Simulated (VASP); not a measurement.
# Li2RhN2 (P-3m1) in VASP: a series of runs

Runs on Li2RhN2. Level: PBE. Tasks: single point.

All numbers are computed with VASP 6.6.1; they aren't measurements. Logs are shortened: lines on timing, memory, paths and dates and some standing lists are left out, and cuts for length are marked.

### Step 1. The cell of the first run

It takes space group P-3m1 (No. 164, trigonal). Conventional cell: a = 3.156 Å, b = 3.156 Å, c = 4.972 Å, α = 90.00°, β = 90.00°, γ = 120.00°. Li (site symmetry 3m) has 4 N at 1.96 to 2.17 Å and 3 Li at 2.33 Å and 3 Rh at 2.54 Å within 2.6 Å. Within 2.8 Å of Rh (site symmetry -3m) lie 6 N at 2.10 Å and 6 Li at 2.54 Å. Within 2.6 Å of N (site symmetry 3m) lie 4 Li at 1.96 to 2.17 Å and 3 Rh at 2.10 Å.

### Step 2. Single point, PBE

INCAR reads:

```
SYSTEM = Li2RhN2
ALGO = Normal
EDIFF = 1E-6
ENCUT = 520
GGA = PE
ISIF = 2
ISMEAR = -1
LASPH = .TRUE.
LCHARG = .FALSE.
LREAL = .FALSE.
LWAVE = .FALSE.
NBANDS = 24
NELM = 100
PREC = Accurate
SIGMA = 0.05
```

KPOINTS reads:

```
k-points
0
G
  8 8 5
  0 0 0
```

POSCAR reads:

```
Li2RhN2
1.0
    3.1557000519      0.0000000000      0.0000000000
   -1.5778500259      2.7329164082      0.0000000000
    0.0000000000      0.0000000000      4.9723458309
Li Rh N
2 1 2
Direct
    0.6666666667      0.3333333333      0.3544900000
    0.3333333333      0.6666666667      0.6455100000
    0.0000000000      0.0000000000      0.0000000000
    0.6666666667      0.3333333333      0.7906920000
    0.3333333333      0.6666666667      0.2093080000
```

Potentials or basis: VASP PAW PBE potentials, release 64 (Li_sv, Rh_pv, N).

Launch:

```sh
$ cat potpaw_PBE.64/Li_sv/POTCAR potpaw_PBE.64/Rh_pv/POTCAR potpaw_PBE.64/N/POTCAR > POTCAR
$ mpirun -np 1 vasp_std > vasp.out
```

OUTCAR:

```text
SYSTEM = Li2RhN2
   EDIFF = 1E-6
   ENCUT = 520
   GGA = PE
   ISIF = 2
   ISMEAR = -1
   LASPH = .TRUE.
   LREAL = .FALSE.
   NELM = 100
   PREC = Accurate

 ion  position               nearest neighbor table
   1  0.667  0.333  0.354-   5 1.96   5 1.96   5 1.96   4 2.17   2 2.33   2 2.33   2 2.33   3 2.54
                             3 2.54   3 2.54
   2  0.333  0.667  0.646-   4 1.96   4 1.96   4 1.96   5 2.17   1 2.33   1 2.33   1 2.33   3 2.54
                             3 2.54   3 2.54
   3  0.000  0.000  0.000-   5 2.10   4 2.10   5 2.10   4 2.10   4 2.10   5 2.10   2 2.54   1 2.54
                             2 2.54   1 2.54   2 2.54   1 2.54
   4  0.667  0.333  0.791-   2 1.96   2 1.96   2 1.96   3 2.10   3 2.10   3 2.10   1 2.17
   5  0.333  0.667  0.209-   1 1.96   1 1.96   1 1.96   3 2.10   3 2.10   3 2.10   2 2.17

  LATTYP: Found a hexagonal cell.
 ALAT       =     3.1557000519
 C/A-ratio  =     1.5756712454

  Lattice vectors:

 A1 = (   3.1557000519,   0.0000000000,   0.0000000000)
 A2 = (  -1.5778500259,   2.7329164082,   0.0000000000)
 A3 = (   0.0000000000,   0.0000000000,   4.9723458309)

Analysis of symmetry for initial positions (statically):
=====================================================================
 Subroutine PRICEL returns:
 Original cell was already a primitive cell.

 Routine SETGRP: Setting up the symmetry group for a
 hexagonal supercell.

 Subroutine GETGRP returns: Found 12 space group operations
 (whereof 12 operations were pure point group operations)
 out of a pool of 24 trial point group operations.

The static configuration has the point symmetry D_3d.

Analysis of symmetry for dynamics (positions and initial velocities):
=====================================================================
 Subroutine PRICEL returns:
 Original cell was already a primitive cell.

 Routine SETGRP: Setting up the symmetry group for a
 hexagonal supercell.

 Subroutine GETGRP returns: Found 12 space group operations
 (whereof 12 operations were pure point group operations)
 out of a pool of 24 trial point group operations.

The dynamic configuration has the point symmetry D_3d.

 Subroutine INISYM returns: Found 12 space group operations
 (whereof 12 operations are pure point group operations),
 and found     1 'primitive' translations

----------------------------------------------------------------------------------------

                                     Primitive cell

  volume of cell :      42.8828

  direct lattice vectors                    reciprocal lattice vectors
     3.155700052  0.000000000  0.000000000     0.316886898  0.182954736  0.000000000
    -1.577850026  2.732916408  0.000000000     0.000000000  0.365909472  0.000000000
     0.000000000  0.000000000  4.972345831     0.000000000  0.000000000  0.201112319

  length of vectors
     3.155700052  3.155700049  4.972345831     0.365909472  0.365909472  0.201112319

  position of ions in fractional coordinates (direct lattice)
     0.666666667  0.333333333  0.354490000
     0.333333333  0.666666667  0.645510000
     0.000000000  0.000000000  0.000000000
     0.666666667  0.333333333  0.790692000
     0.333333333  0.666666667  0.209308000

  ion indices of the primitive-cell ions
   primitive index   ion index
                 1           1
                 2           2
                 3           3
                 4           4
                 5           5

----------------------------------------------------------------------------------------

 KPOINTS: k-points

Automatic generation of k-mesh.
 Grid dimensions read from file:
 generate k-points for:    8    8    5

 Generating k-lattice:

  Cartesian coordinates                     Fractional coordinates (reciprocal lattice)
     0.039610862  0.022869342  0.000000000     0.125000000  0.000000000  0.000000000
     0.000000000  0.045738684  0.000000000     0.000000000  0.125000000  0.000000000
     0.000000000  0.000000000  0.040222464     0.000000000  0.000000000  0.200000000

  Length of vectors
     0.045738684  0.045738684  0.040222464

  Shift w.r.t. Gamma in fractional coordinates (k-lattice)
     0.000000000  0.000000000  0.000000000

 Subroutine IBZKPT returns following result:
 ===========================================

 Found     40 irreducible k-points:

 Following reciprocal coordinates:
            Coordinates               Weight
  0.000000  0.000000  0.000000      1.000000
  0.125000  0.000000  0.000000      6.000000
  0.250000  0.000000  0.000000      6.000000
  0.375000 -0.000000  0.000000      6.000000
  0.500000  0.000000  0.000000      3.000000
  0.125000  0.125000  0.000000      6.000000
[... 16 lines left out ...]
 -0.125000  0.500000  0.200000     12.000000
  0.250000  0.250000  0.200000     12.000000
 [... further k-points ...]
   k-points           NKPTS =     40   k-points in BZ     NKDIM =     40   number of bands    NBANDS=     24
   number of dos      NEDOS =    301   number of ions     NIONS =      5
   total plane-waves  NPLWV =  23040
   dimension x,y,z NGX =    24 NGY =   24 NGZ =   40
   dimension x,y,z NGXF=    48 NGYF=   48 NGZF=   80
   ions per type =               2   1   2
   NGX,Y,Z   is equivalent  to a cutoff of  12.64, 12.64, 13.37 a.u.
   NGXF,Y,Z  is equivalent  to a cutoff of  25.29, 25.29, 26.75 a.u.
 SYSTEM =  Li2RhN2
   PREC   = accura    normal or accurate (medium, high low for compatibility)
   ISTART =      0    job   : 0-new  1-cont  2-samecut
   ICHARG =      2    charge: 1-file 2-atom 10-const
   ISPIN  =      1    spin polarized calculation?
   LNONCOLLINEAR =      F non collinear calculations
   LSORBIT =      F    spin-orbit coupling
   LASPH  =      T    aspherical Exc in radial PAW
   ENCUT  =  520.0 eV  38.22 Ry    6.18 a.u.   5.87  5.87  9.25*2*pi/ulx,y,z
   NELM   =    100;   NELMIN=  2; NELMDL= -5     # of ELM steps
   EDIFF  = 0.1E-05   stopping-criterion for ELM
   LREAL  =      F    real-space projection
   EDIFFG = 0.1E-04   stopping-criterion for IOM
   NSW    =      0    number of steps for IOM
   IBRION =     -1    ionic relax: 0-MD 1-quasi-New 2-CG
   NFREE  =      0    steps in history (QN), initial steepest desc. (CG)
   ISIF   =      2    stress and relaxation
   ISYM   =      2    0-nonsym 1-usesym 2-fastsym
   POTIM  = 0.5000    time-step for ionic-motion
   TEBEG  =    0.0;   TEEND  =   0.0 temperature during run
   PSTRESS=    0.0 pullay stress
   NELECT =      31.0000    total number of electrons
   NUPDOWN=      -1.0000    fix difference up-down
   EMIN   =  10.00;   EMAX   =-10.00  energy-range for DOS
   EFERMI =   0.00;   METHOD = LEGACY
   ISMEAR =    -1;   SIGMA  =   0.05  broadening in eV -4-tet -1-fermi 0-gaus
   EFERMI_NEDOS =   21; number of points for ismear=-14 and -15
   IALGO  =     38    algorithm
   IMIX   =      4    mixing-type and parameters
     AMIX     =   0.40;   BMIX     =  1.00
     AMIX_MAG =   1.60;   BMIX_MAG =  1.00
  volume/ion in A,a.u.               =       8.58        57.88
  Fermi-wavevector in a.u.,A,eV,Ry     =   1.469268  2.776513 29.371544  2.158748
  Thomas-Fermi vector in A             =   2.584666
   LORBIT       =      0    0 simple, 1 ext, 2 COOP (PROOUT), +10 PAW based schemes
   GGA     = PE    functional components
   LHFCALC =     F    Hartree Fock is set to
   AEXX    =    0.0000 exact exchange contribution
   IVDW    =     0    specifies the selected vdW correction
   LEPSILON=     F    determine dielectric tensor
   LRPA    =     F    only Hartree local field effects (RPA)
 non-spin polarized calculation
  energy-cutoff  :      520.00
  volume of cell :       42.88
 maximum number of plane-waves:      1170
 NGX is ok and might be reduce to    24
   NGX = 11   NGY = 11   NGZ = 19

 number of electron      31.0000006 magnetization

 Free energy of the ion-electron system (eV)
  ---------------------------------------------------
  ext. energy  EPLUGINS =         0.00000000
  ---------------------------------------------------
  free energy    TOTEN  =       -28.10752408 eV

  energy without entropy =      -28.08371398  energy(sigma->0) =      -28.09561903

 E-fermi :   7.0415     XC(G=0): -11.8229

 val. band max:        7.0330415380   @ k =   0.2500   0.2500   0.4000
 cond. band min:       7.0551758554   @ k =   0.2500   0.0000   0.0000
 fundamental gap:      0.0221343174
 Fermi energy:         7.0414774147

 k-point     1 :       0.0000    0.0000    0.0000
  band No.  band energies     occupation
      1     -39.9381      2.00000
      2     -39.8896      2.00000
      3     -39.8896      2.00000
      4     -37.7913      2.00000
      5     -37.6264      2.00000
      6      -8.3927      2.00000
[... 16 lines left out ...]
     23      18.5093      0.00000
     24      20.8228      0.00000

 k-point     2 :       0.1250    0.0000    0.0000
  band No.  band energies     occupation
      1     -39.9344      2.00000
      2     -39.9084      2.00000
      3     -39.8940      2.00000
      4     -37.7833      2.00000
      5     -37.6309      2.00000
      6      -8.2045      2.00000
[... 16 lines left out ...]
     23      18.9388      0.00000
     24      20.4367      0.00000

 k-point     3 :       0.2500    0.0000    0.0000
  band No.  band energies     occupation
      1     -39.9534      2.00000
      2     -39.9254      2.00000
      3     -39.9044      2.00000
      4     -37.7621      2.00000
      5     -37.6436      2.00000
      6      -7.7247      2.00000
[... 16 lines left out ...]
     23      18.8580      0.00000
     24      19.8792      0.00000

 k-point     4 :       0.3750   -0.0000    0.0000
  band No.  band energies     occupation
      1     -39.9979      2.00000
      2     -39.9164      2.00000
      3     -39.9148      2.00000
      4     -37.7355      2.00000
      5     -37.6618      2.00000
      6      -7.2616      2.00000
[... 16 lines left out ...]
     23      18.6202      0.00000
     24      19.7355      0.00000

 k-point     5 :       0.5000    0.0000    0.0000
  band No.  band energies     occupation
      1     -40.0163      2.00000
      2     -39.9191      2.00000
      3     -39.9127      2.00000
      4     -37.7196      2.00000
      5     -37.6743      2.00000
      6      -7.1670      2.00000
[... 16 lines left out ...]
     23      18.8077      0.00000
     24      20.0854      0.00000

 k-point     6 :       0.1250    0.1250    0.0000
  band No.  band energies     occupation
      1     -39.9382      2.00000
      2     -39.9281      2.00000
      3     -39.9034      2.00000
      4     -37.7687      2.00000
      5     -37.6395      2.00000
      6      -7.8668      2.00000
[... 16 lines left out ...]
     23      19.0865      0.00000
     24      20.1104      0.00000
[... 379 lines left out ...]
 k-point    21 :      -0.1250    0.3750    0.2000
  band No.  band energies     occupation
      1     -39.9782      2.00000
      2     -39.9193      2.00000
      3     -39.9183      2.00000
      4     -37.7435      2.00000
      5     -37.6562      2.00000
      6      -7.3509      2.00000
[... 16 lines left out ...]
     23      19.3728      0.00000
     24      19.5181      0.00000

 k-point    22 :       0.3750    0.1250    0.2000
  band No.  band energies     occupation
      1     -40.0061      2.00000
      2     -39.9293      2.00000
      3     -39.9127      2.00000
      4     -37.7232      2.00000
      5     -37.6708      2.00000
      6      -7.0855      2.00000
[... 16 lines left out ...]
     23      19.4465      0.00000
     24      19.9349      0.00000

 k-point    23 :      -0.1250    0.5000    0.2000
  band No.  band energies     occupation
      1     -40.0061      2.00000
      2     -39.9293      2.00000
      3     -39.9128      2.00000
      4     -37.7209      2.00000
      5     -37.6730      2.00000
      6      -7.1104      2.00000
[... 16 lines left out ...]
     23      19.3338      0.00000
     24      19.8811      0.00000

 k-point    24 :       0.2500    0.2500    0.2000
  band No.  band energies     occupation
      1     -39.9920      2.00000
      2     -39.9435      2.00000
      3     -39.9128      2.00000
      4     -37.7224      2.00000
      5     -37.6716      2.00000
      6      -6.9517      2.00000
[... 16 lines left out ...]
     23      19.2639      0.00000
     24      19.8014      0.00000

 [... further k-points ...]
[... 5 lines left out ...]
  --------------------------------------------------------------------------------------
  -------------------------------------------------------------------------------------
  Total        2.6367854      2.6367854      2.1280147      0.0000000      0.0000000     -0.0000000
  in kB       98.5149142     98.5149139     79.5063495      0.0000000      0.0000000     -0.0000000
  external PRESSURE =      92.1787258 kB  Pullay stress =       0.0000000 kB

 VOLUME and BASIS-vectors are now :
 -----------------------------------------------------------------------------
  energy-cutoff  :      520.00
  volume of cell :       42.88
      direct lattice vectors                 reciprocal lattice vectors
     3.155700052  0.000000000  0.000000000     0.316886898  0.182954736  0.000000000
    -1.577850026  2.732916408  0.000000000     0.000000000  0.365909472  0.000000000
     0.000000000  0.000000000  4.972345831     0.000000000  0.000000000  0.201112319

 POSITION                                       TOTAL-FORCE (eV/Angst)
 -----------------------------------------------------------------------------------
      1.57785      0.91097      1.76265        -0.000000     -0.000000      0.133460
     -0.00000      1.82194      3.20970         0.000000      0.000000     -0.133460
      0.00000      0.00000      0.00000         0.000000      0.000000      0.000000
      1.57785      0.91097      3.93159         0.000000      0.000000     -0.336080
     -0.00000      1.82194      1.04075        -0.000000     -0.000000      0.336080
 -----------------------------------------------------------------------------------
    total drift:                                0.000000     -0.000000      0.000000

  FREE ENERGIE OF THE ION-ELECTRON SYSTEM (eV)
  ---------------------------------------------------
  free  energy   TOTEN  =       -28.1075240766 eV

  energy  without entropy=      -28.0837139835  energy(sigma->0) =      -28.09561903
```

Wall time 52 s (1 thread of Intel Xeon Platinum 8175M at 2.50GHz (Skylake/Cascade Lake), shared host); peak memory 0.18 GiB.

What came out:

* Free energy: -28.1075 eV
* Largest force: 0.336 eV/Å

Forces in eV/Å, atoms in the order of the input:
```
Li   0.000  0.000  0.133
Li   0.000  0.000 -0.133
Rh   0.000  0.000  0.000
N    0.000  0.000 -0.336
N    0.000  0.000  0.336
```

Caveat: the cutoff is under 1.25 times the usual one of these potentials, so pressure, stress and relaxed cells hold a basis-set (Pulay) error.

### Step 3. Single point, PBE

This run uses another cell than the first one, of 8.76 Å³/atom, 1.021 times its volume.

INCAR reads:

```
SYSTEM = Li2RhN2
  ALGO = Normal
  EDIFF = 1E-6
  ENCUT = 520
  GGA = PE
  ISIF = 2
  ISMEAR = -1
  LASPH = .True.
  LCHARG = .False.
  LREAL = .False.
  LWAVE = .False.
  NBANDS = 24
  NELM = 80
  PREC = Accurate
  SIGMA = 0.05
```

KPOINTS reads:

```
k-points
0
Gamma
  8 8 5
  0 0 0
```

POSCAR: that of step 2 with these lines changed.

```diff
@@ -2,5 +2,5 @@
 1.0
-    3.1557000519      0.0000000000      0.0000000000
-   -1.5778500259      2.7329164082      0.0000000000
-    0.0000000000      0.0000000000      4.9723458309
+    3.1779240239      0.0000000000      0.0000000000
+   -1.5889620120      2.7521629325      0.0000000000
+    0.0000000000      0.0000000000      5.0073635046
 Li Rh N
```

Potentials or basis: VASP PAW PBE potentials, release 64 (Li_sv, Rh_pv, N).

Launch:

```sh
$ cat potpaw_PBE.64/Li_sv/POTCAR potpaw_PBE.64/Rh_pv/POTCAR potpaw_PBE.64/N/POTCAR > POTCAR
$ mpirun -np 1 vasp_std > vasp.out
```

Run time: 48 s. Hardware: 1 thread of Intel Xeon Platinum 8175M at 2.50GHz (Skylake/Cascade Lake), shared host; peak memory 0.18 GiB.

Results (log left out):

- Free energy: -28.1489 eV
- Largest force: 0.179 eV/Å

Forces on the atoms (eV/Å):
```
Li   0.000  0.000  0.068
Li   0.000  0.000 -0.068
Rh   0.000  0.000  0.000
N    0.000  0.000 -0.179
N    0.000  0.000  0.179
```

Levels at points of the mesh, in eV from the Fermi level:
| k point | band 12 | band 13 | band 14 | band 15 | band 16 | band 17 | band 18 | band 19 |
| --- | --- | --- | --- | --- | --- | --- | --- | --- |
| (0.00, 0.00, 0.00) | -2.28 | -0.88 | -0.88 | -0.66 | -0.42 | 3.16 | 3.16 | 5.09 |
| (0.50, 0.00, 0.00) | -2.64 | -2.11 | -1.57 | -1.34 | -0.50 | 2.79 | 3.31 | 6.81 |

Caveat: the cutoff is under 1.25 times the usual one of these potentials, so pressure, stress and relaxed cells hold a basis-set (Pulay) error.

### Step 4. Single point, PBE

This run uses another cell than the first one, of 8.94 Å³/atom, 1.043 times its volume.

INCAR reads:

```
PREC     = Accurate       # precision mode
ENCUT    = 520            # plane-wave cutoff, eV
EDIFF    = 1E-7           # SCF threshold, eV
ISMEAR   = -1             # smearing method
SIGMA    = 0.05           # smearing width, eV
LREAL    = False          # projectors in reciprocal space
LASPH    = True           # aspherical terms in the spheres
NELM     = 80             # most SCF steps
ALGO     = Normal         # electronic algorithm
ISIF     = 2              # what is computed and relaxed
LWAVE    = False          # write WAVECAR
LCHARG   = False          # write CHGCAR
GGA      = PE             # functional
NBANDS   = 24             # bands
```

KPOINTS reads:

```
regular mesh
0
Gamma
  8 8 5
```

POSCAR: that of step 3 with these lines changed.

```diff
@@ -2,5 +2,5 @@
 1.0
-    3.1779240239      0.0000000000      0.0000000000
-   -1.5889620120      2.7521629325      0.0000000000
-    0.0000000000      0.0000000000      5.0073635046
+    3.1998414339      0.0000000000      0.0000000000
+   -1.5999207170      2.7711439663      0.0000000000
+    0.0000000000      0.0000000000      5.0418981373
 Li Rh N
```

Launch:

```sh
$ cat potpaw_PBE.64/Li_sv/POTCAR potpaw_PBE.64/Rh_pv/POTCAR potpaw_PBE.64/N/POTCAR > POTCAR
$ mpirun -np 1 vasp_std > vasp.out
```

It took 56 s on 1 thread of Intel Xeon Platinum 8175M at 2.50GHz (Skylake/Cascade Lake), shared host; peak memory 0.18 GiB.

The run converged. Its results:

```
Free energy   : -28.1669 eV
Largest force : 0.038 eV/Å
```

Forces in eV/Å, atoms in the order of the input:
```
Li   0.000  0.000  0.006
Li   0.000  0.000 -0.006
Rh   0.000  0.000  0.000
N    0.000  0.000 -0.038
N    0.000  0.000  0.038
```

Levels at points of the mesh, in eV from the Fermi level:
| k point | band 11 | band 12 | band 13 | band 14 | band 15 | band 16 | band 17 | band 18 | band 19 | band 20 |
| --- | --- | --- | --- | --- | --- | --- | --- | --- | --- | --- |
| (0.00, 0.00, 0.00) | -2.21 | -2.21 | -0.84 | -0.84 | -0.62 | -0.42 | 3.09 | 3.09 | 4.96 | 7.89 |
| (0.50, 0.00, 0.00) | -4.00 | -2.57 | -2.05 | -1.54 | -1.30 | -0.50 | 2.69 | 3.23 | 6.75 | 8.66 |

Caveat: the cutoff is under 1.25 times the usual one of these potentials, so pressure, stress and relaxed cells hold a basis-set (Pulay) error.

### Step 5. Overview

| cell | gap on the mesh (eV) | largest force (eV/Å) |
| --- | --- | --- |
| a = 3.156, b = 3.156, c = 4.972 Å, angles 90.0, 90.0, 120.0°, 5 atoms | none | 0.34 |
| a = 3.178, b = 3.178, c = 5.007 Å, angles 90.0, 90.0, 120.0°, 5 atoms | none | 0.18 |
| a = 3.200, b = 3.200, c = 5.042 Å, angles 90.0, 90.0, 120.0°, 5 atoms | none | 0.04 |

Alike in all rows: task single point; level PBE; potentials or basis VASP PAW PBE potentials, release 64 (Li_sv, Rh_pv, N); no spin polarisation; k mesh 8 × 8 × 5; cutoff (eV) 520; smearing fermi-dirac 0.05 eV.

Caveats: the cutoff is under 1.25 times the usual one of these potentials, so pressure, stress and relaxed cells hold a basis-set (Pulay) error.

Absolute energies hang on the potentials; compare differences alone.
